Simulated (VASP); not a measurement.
# Ba (Fm-3m) in VASP: further runs

Runs on Ba. Level: LDA. Tasks: single point.

Everything below comes from runs of VASP 6.6.1. Logs are shortened: lines on timing, memory, paths and dates and some standing lists are left out, and cuts for length are marked.

## Step 1: The cell of the first run

It takes space group Fm-3m (No. 225, cubic). Conventional cell: a = 4.764 Å, b = 4.764 Å, c = 4.764 Å, α = 90.00°, β = 90.00°, γ = 90.00°. Ba (site symmetry m-3m) has 12 Ba at 3.37 Å within 4.4 Å.

This isn't the form of Ba at room conditions, which is bcc.

## Step 2: Single point, LDA

INCAR

```
PREC = Accurate ; ENCUT = 520
EDIFF = 1E-6 ; ISMEAR = -1
SIGMA = 0.1 ; LREAL = False
LASPH = True ; NELM = 80
ALGO = Normal ; ISIF = 2
LWAVE = False ; LCHARG = False
NBANDS = 11
```

KPOINTS

```
regular mesh
0
Gamma
  16 16 16
```

POSCAR

```
Ba
1.0
    0.0000000000      2.3820968022      2.3820968022
    2.3820968022      0.0000000000      2.3820968022
    2.3820968022      2.3820968022      0.0000000000
Ba
1
Direct
    0.0000000000      0.0000000000      0.0000000000
```

Potentials or basis: VASP PAW LDA potentials, release 64 (Ba_sv).

Run with:

```
$ cat potpaw_LDA.64/Ba_sv/POTCAR > POTCAR
$ mpirun -np 1 vasp_std > vasp.out
```

OUTCAR:

```text
PREC = Accurate
   ENCUT = 520
   EDIFF = 1E-6
   ISMEAR = -1
   LREAL = False
   LASPH = True
   NELM = 80
   ISIF = 2

 ion  position               nearest neighbor table
   1  0.000  0.000  0.000-

  LATTYP: Found a face centered cubic cell.
 ALAT       =     4.7641936044

  Lattice vectors:

 A1 = (   0.0000000000,   2.3820968022,   2.3820968022)
 A2 = (   2.3820968022,   0.0000000000,   2.3820968022)
 A3 = (   2.3820968022,   2.3820968022,   0.0000000000)

Analysis of symmetry for initial positions (statically):
=====================================================================
 Subroutine PRICEL returns:
 Original cell was already a primitive cell.

 Routine SETGRP: Setting up the symmetry group for a
 face centered cubic supercell.

 Subroutine GETGRP returns: Found 48 space group operations
 (whereof 48 operations were pure point group operations)
 out of a pool of 48 trial point group operations.

The static configuration has the point symmetry O_h .

Analysis of symmetry for dynamics (positions and initial velocities):
=====================================================================
 Subroutine PRICEL returns:
 Original cell was already a primitive cell.

 Routine SETGRP: Setting up the symmetry group for a
 face centered cubic supercell.

 Subroutine GETGRP returns: Found 48 space group operations
 (whereof 48 operations were pure point group operations)
 out of a pool of 48 trial point group operations.

The dynamic configuration has the point symmetry O_h .

 Subroutine INISYM returns: Found 48 space group operations
 (whereof 48 operations are pure point group operations),
 and found     1 'primitive' translations

----------------------------------------------------------------------------------------

                                     Primitive cell

  volume of cell :      27.0339

  direct lattice vectors                    reciprocal lattice vectors
     0.000000000  2.382096802  2.382096802    -0.209899111  0.209899111  0.209899111
     2.382096802  0.000000000  2.382096802     0.209899111 -0.209899111  0.209899111
     2.382096802  2.382096802  0.000000000     0.209899111  0.209899111 -0.209899111

  length of vectors
     3.368793605  3.368793605  3.368793605     0.363555924  0.363555924  0.363555924

  position of ions in fractional coordinates (direct lattice)
     0.000000000  0.000000000  0.000000000

  ion indices of the primitive-cell ions
   primitive index   ion index
                 1           1

----------------------------------------------------------------------------------------

 KPOINTS: regular mesh

Automatic generation of k-mesh.
 Grid dimensions read from file:
 generate k-points for:   16   16   16

 Generating k-lattice:

  Cartesian coordinates                     Fractional coordinates (reciprocal lattice)
    -0.013118694  0.013118694  0.013118694     0.062500000  0.000000000  0.000000000
     0.013118694 -0.013118694  0.013118694     0.000000000  0.062500000  0.000000000
     0.013118694  0.013118694 -0.013118694     0.000000000  0.000000000  0.062500000

  Length of vectors
     0.022722245  0.022722245  0.022722245

  Shift w.r.t. Gamma in fractional coordinates (k-lattice)
     0.000000000  0.000000000  0.000000000

 Subroutine IBZKPT returns following result:
 ===========================================

 Found    145 irreducible k-points:

 Following reciprocal coordinates:
            Coordinates               Weight
  0.000000  0.000000  0.000000      1.000000
  0.062500  0.000000  0.000000      8.000000
  0.125000  0.000000  0.000000      8.000000
  0.187500  0.000000  0.000000      8.000000
  0.250000  0.000000  0.000000      8.000000
  0.312500  0.000000  0.000000      8.000000
[... 16 lines left out ...]
 -0.125000  0.062500  0.000000     24.000000
 -0.062500  0.062500  0.000000     12.000000
 [... further k-points ...]
   k-points           NKPTS =    145   k-points in BZ     NKDIM =    145   number of bands    NBANDS=     11
   number of dos      NEDOS =    301   number of ions     NIONS =      1
   total plane-waves  NPLWV =  21952
   dimension x,y,z NGX =    28 NGY =   28 NGZ =   28
   dimension x,y,z NGXF=    56 NGYF=   56 NGZF=   56
   ions per type =               1
   NGX,Y,Z   is equivalent  to a cutoff of  13.82, 13.82, 13.82 a.u.
   NGXF,Y,Z  is equivalent  to a cutoff of  27.64, 27.64, 27.64 a.u.
 SYSTEM =  unknown system
   PREC   = accura    normal or accurate (medium, high low for compatibility)
   ISTART =      0    job   : 0-new  1-cont  2-samecut
   ICHARG =      2    charge: 1-file 2-atom 10-const
   ISPIN  =      1    spin polarized calculation?
   LNONCOLLINEAR =      F non collinear calculations
   LSORBIT =      F    spin-orbit coupling
   LASPH  =      T    aspherical Exc in radial PAW
   ENCUT  =  520.0 eV  38.22 Ry    6.18 a.u.   6.26  6.26  6.26*2*pi/ulx,y,z
   NELM   =     80;   NELMIN=  2; NELMDL= -5     # of ELM steps
   EDIFF  = 0.1E-05   stopping-criterion for ELM
   LREAL  =      F    real-space projection
   EDIFFG = 0.1E-04   stopping-criterion for IOM
   NSW    =      0    number of steps for IOM
   IBRION =     -1    ionic relax: 0-MD 1-quasi-New 2-CG
   NFREE  =      0    steps in history (QN), initial steepest desc. (CG)
   ISIF   =      2    stress and relaxation
   ISYM   =      2    0-nonsym 1-usesym 2-fastsym
   POTIM  = 0.5000    time-step for ionic-motion
   TEBEG  =    0.0;   TEEND  =   0.0 temperature during run
   PSTRESS=    0.0 pullay stress
   NELECT =      10.0000    total number of electrons
   NUPDOWN=      -1.0000    fix difference up-down
   EMIN   =  10.00;   EMAX   =-10.00  energy-range for DOS
   EFERMI =   0.00;   METHOD = LEGACY
   ISMEAR =    -1;   SIGMA  =   0.10  broadening in eV -4-tet -1-fermi 0-gaus
   EFERMI_NEDOS =   21; number of points for ismear=-14 and -15
   IALGO  =     38    algorithm
   IMIX   =      4    mixing-type and parameters
     AMIX     =   0.40;   BMIX     =  1.00
     AMIX_MAG =   1.60;   BMIX_MAG =  1.00
  volume/ion in A,a.u.               =      27.03       182.43
  Fermi-wavevector in a.u.,A,eV,Ry     =   1.175183  2.220773 18.790389  1.381055
  Thomas-Fermi vector in A             =   2.311568
   LORBIT       =      0    0 simple, 1 ext, 2 COOP (PROOUT), +10 PAW based schemes
   GGA     = CA    functional components
   LHFCALC =     F    Hartree Fock is set to
   AEXX    =    0.0000 exact exchange contribution
   IVDW    =     0    specifies the selected vdW correction
   LEPSILON=     F    determine dielectric tensor
   LRPA    =     F    only Hartree local field effects (RPA)
 non-spin polarized calculation
  energy-cutoff  :      520.00
  volume of cell :       27.03
 maximum number of plane-waves:       748
 NGX is ok and might be reduce to    28
   NGX = 13   NGY = 13   NGZ = 13

 number of electron      10.0000001 magnetization

 Free energy of the ion-electron system (eV)
  ---------------------------------------------------
  ext. energy  EPLUGINS =         0.00000000
  ---------------------------------------------------
  free energy    TOTEN  =        -1.32001642 eV

  energy without entropy =       -1.28138072  energy(sigma->0) =       -1.30069857

 E-fermi :   5.6735     XC(G=0): -10.8951

 val. band max:        5.6662772264   @ k =   0.3125   0.2500   0.0625
 cond. band min:       5.6760992591   @ k =  -0.2500   0.1250   0.0000
 fundamental gap:      0.0098220328
 Fermi energy:         5.6734625257

 k-point     1 :       0.0000    0.0000    0.0000
  band No.  band energies     occupation
      1     -23.3025      2.00000
      2      -5.9163      2.00000
      3      -5.9163      2.00000
      4      -5.9163      2.00000
      5       4.2099      2.00000
      6       8.0206      0.00000
      7       8.0206      0.00000
      8       8.0206      0.00000
      9      12.0098      0.00000
     10      12.0098      0.00000
     11      13.4338      0.00000

 k-point     2 :       0.0625    0.0000    0.0000
  band No.  band energies     occupation
      1     -23.2704      2.00000
      2      -6.1390      2.00000
      3      -5.9396      2.00000
      4      -5.9396      2.00000
      5       4.4327      1.99999
      6       7.8387      0.00000
      7       8.1135      0.00000
      8       8.1135      0.00000
      9      11.8081      0.00000
     10      11.8081      0.00000
     11      13.8668      0.00000

 k-point     3 :       0.1250    0.0000    0.0000
  band No.  band energies     occupation
      1     -23.1771      2.00000
      2      -6.7282      2.00000
      3      -6.0047      2.00000
      4      -6.0047      2.00000
      5       4.9360      1.99875
      6       7.5574      0.00000
      7       8.3415      0.00000
      8       8.3415      0.00000
      9      11.4092      0.00000
     10      11.4092      0.00000
     11      14.8147      0.00000

 k-point     4 :       0.1875    0.0000    0.0000
  band No.  band energies     occupation
      1     -23.0325      2.00000
      2      -7.5188      2.00000
      3      -6.0990      2.00000
      4      -6.0990      2.00000
      5       5.2291      1.97677
      6       7.7552      0.00000
      7       8.5216      0.00000
      8       8.5216      0.00000
      9      11.2254      0.00000
     10      11.2254      0.00000
     11      14.8646      0.00000

 k-point     5 :       0.2500    0.0000    0.0000
  band No.  band energies     occupation
      1     -22.8533      2.00000
      2      -8.3567      2.00000
      3      -6.2059      2.00000
      4      -6.2059      2.00000
      5       5.0620      1.99559
      6       8.4323      0.00000
      7       8.4323      0.00000
      8       8.6472      0.00000
      9      11.5939      0.00000
     10      11.5939      0.00000
     11      14.2537      0.00000

 k-point     6 :       0.3125    0.0000    0.0000
  band No.  band energies     occupation
      1     -22.6635      2.00000
      2      -9.1263      2.00000
      3      -6.3084      2.00000
      4      -6.3084      2.00000
      5       4.7472      1.99981
      6       8.1464      0.00000
      7       8.1464      0.00000
      8       9.7959      0.00000
      9      12.4683      0.00000
     10      12.4683      0.00000
     11      13.8143      0.00000

 k-point     7 :       0.3750    0.0000    0.0000
  band No.  band energies     occupation
      1     -22.4931      2.00000
      2      -9.7418      2.00000
      3      -6.3921      2.00000
      4      -6.3921      2.00000
      5       4.4731      1.99999
      6       7.8550      0.00000
      7       7.8550      0.00000
      8      10.7578      0.00000
      9      13.6176      0.00000
     10      13.6176      0.00000
     11      13.8029      0.00000

 k-point     8 :       0.4375    0.0000    0.0000
  band No.  band energies     occupation
      1     -22.3737      2.00000
      2     -10.1393      2.00000
      3      -6.4465      2.00000
      4      -6.4465      2.00000
      5       4.2971      2.00000
      6       7.6559      0.00000
      7       7.6559      0.00000
      8      11.2190      0.00000
      9      14.2788      0.00000
     10      14.7759      0.00000
     11      14.7759      0.00000
[... 141 lines left out ...]
 k-point    19 :      -0.3750    0.0625    0.0000
  band No.  band energies     occupation
      1     -22.4285      2.00000
      2      -9.8651      2.00000
      3      -6.6250      2.00000
      4      -6.3917      2.00000
      5       4.6169      1.99995
      6       7.5565      0.00000
      7       7.8567      0.00000
      8      10.8221      0.00000
      9      13.3324      0.00000
     10      13.9496      0.00000
     11      15.3985      0.00000

 k-point    20 :      -0.3125    0.0625    0.0000
  band No.  band energies     occupation
      1     -22.5831      2.00000
      2      -9.3288      2.00000
      3      -6.5679      2.00000
      4      -6.2898      2.00000
      5       4.8607      1.99941
      6       7.8783      0.00000
      7       8.0968      0.00000
      8       9.8391      0.00000
      9      12.0910      0.00000
     10      13.8757      0.00000
     11      14.3356      0.00000

 k-point    21 :      -0.2500    0.0625    0.0000
  band No.  band energies     occupation
      1     -22.7675      2.00000
      2      -8.6222      2.00000
      3      -6.4729      2.00000
      4      -6.1766      2.00000
      5       5.1744      1.98649
      6       8.1958      0.00000
      7       8.4050      0.00000
      8       8.7477      0.00000
      9      11.0826      0.00000
     10      12.9229      0.00000
     11      14.5544      0.00000

 k-point    22 :      -0.1875    0.0625    0.0000
  band No.  band energies     occupation
      1     -22.9509      2.00000
      2      -7.8251      2.00000
      3      -6.3499      2.00000
      4      -6.0686      2.00000
      5       5.4312      1.83709
      6       7.6256      0.00000
      7       8.5963      0.00000
      8       8.6281      0.00000
      9      10.5417      0.00000
     10      12.1014      0.00000
     11      15.1513      0.00000

 k-point    23 :      -0.1250    0.0625    0.0000
  band No.  band energies     occupation
      1     -23.1073      2.00000
      2      -7.0453      2.00000
      3      -6.2120      2.00000
      4      -5.9837      2.00000
      5       5.2784      1.96224
      6       7.2777      0.00000
      7       8.4539      0.00000
      8       8.6298      0.00000
      9      10.6881      0.00000
     10      11.7872      0.00000
     11      15.4092      0.00000

 k-point    24 :      -0.0625    0.0625    0.0000
  band No.  band energies     occupation
      1     -23.2178      2.00000
      2      -6.4325      2.00000
      3      -6.0667      2.00000
      4      -5.9375      2.00000
      5       4.7653      1.99977
      6       7.5402      0.00000
      7       8.2114      0.00000
      8       8.3750      0.00000
      9      11.2390      0.00000
     10      11.8519      0.00000
     11      14.4991      0.00000

 [... further k-points ...]
[... 5 lines left out ...]
  --------------------------------------------------------------------------------------
  -------------------------------------------------------------------------------------
  Total        3.2360206      3.2360206      3.2360206     -0.0000000      0.0000000      0.0000000
  in kB      191.7845651    191.7845651    191.7845651     -0.0000000      0.0000000      0.0000000
  external PRESSURE =     191.7845651 kB  Pullay stress =       0.0000000 kB

 VOLUME and BASIS-vectors are now :
 -----------------------------------------------------------------------------
  energy-cutoff  :      520.00
  volume of cell :       27.03
      direct lattice vectors                 reciprocal lattice vectors
     0.000000000  2.382096802  2.382096802    -0.209899111  0.209899111  0.209899111
     2.382096802  0.000000000  2.382096802     0.209899111 -0.209899111  0.209899111
     2.382096802  2.382096802  0.000000000     0.209899111  0.209899111 -0.209899111

 POSITION                                       TOTAL-FORCE (eV/Angst)
 -----------------------------------------------------------------------------------
      0.00000      0.00000      0.00000         0.000000      0.000000     -0.000000
 -----------------------------------------------------------------------------------
    total drift:                                0.000000      0.000000      0.000000

  FREE ENERGIE OF THE ION-ELECTRON SYSTEM (eV)
  ---------------------------------------------------
  free  energy   TOTEN  =        -1.3200164223 eV

  energy  without entropy=       -1.2813807220  energy(sigma->0) =       -1.30069857
```

Wall time 44 s (1 thread of Intel Xeon Platinum 8259CL at 2.50GHz (Skylake/Cascade Lake), shared host); peak memory 0.17 GiB.

Results:

```
Free energy            : -1.3200 eV
Pressure               : 19.2 GPa
Band gap on the k mesh : zero (bands 5 and 6 overlap by 3.06 eV)
```

Levels at points of the mesh, in eV from the Fermi level:
| k point | band 1 | band 2 | band 3 | band 4 | band 5 | band 6 | band 7 | band 8 | band 9 | band 10 |
| --- | --- | --- | --- | --- | --- | --- | --- | --- | --- | --- |
| (0.00, 0.00, 0.00) | -28.98 | -11.59 | -11.59 | -11.59 | -1.46 | 2.35 | 2.35 | 2.35 | 6.34 | 6.34 |
| (0.50, 0.00, 0.00) | -28.00 | -15.95 | -12.14 | -12.14 | -1.44 | 1.91 | 1.91 | 5.64 | 8.95 | 9.69 |
| (0.50, 0.50, 0.00) | -27.68 | -15.61 | -13.18 | -13.18 | -2.72 | -2.01 | 9.02 | 9.86 | 10.88 | 10.88 |

Caveat: the cell stands under pressure; spin-orbit coupling is left out, which moves the levels of the heavy elements.

(Part 1 of 2 ends here.)
